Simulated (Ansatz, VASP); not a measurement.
# Two plane-wave programs on Ir

```xyz
1
Lattice="0.0000 1.9150 1.9150 1.9150 0.0000 1.9150 1.9150 1.9150 0.0000" Properties=species:S:1:pos:R:3 pbc="T T T"
Ir    0.0000    0.0000    0.0000
```

Alike in both runs: functional PBEsol; k mesh 18 × 18 × 18; occupations gaussian, width 0.1 eV; no spin polarisation.

Ansatz relaxed the structure, and its values are those at the end. VASP's run is a single point on that final structure, the one shown.

|  | VASP | Ansatz |
| --- | --- | --- |
| version | VASP 6.6.1 | Ansatz 0.2.0 |
| potentials or method | VASP PAW PBE potentials, release 64 (Ir), cutoff 500 eV | scalar-relativistic, plane waves, PAW |
| valence electrons in the cell | 9 | 17 |

Ansatz gave:

```
gap on the k mesh at the Fermi level (eV) : none
pressure (GPa)                            : 0.0
```

**Question.** Which values does VASP return?

**Answer.** gap on the k mesh at the Fermi level (eV): none; pressure (GPa): 1.0.

VASP's potentials were made for PBE, not for PBEsol, and Ansatz warns of the same on its side. A gap of «none» marks a metal or a gap that the smearing closes. VASP's potentials hold 9 valence electrons a cell and Ansatz's 17, so a difference there can come from the potentials and not from the codes.

Spin-orbit coupling is off throughout.
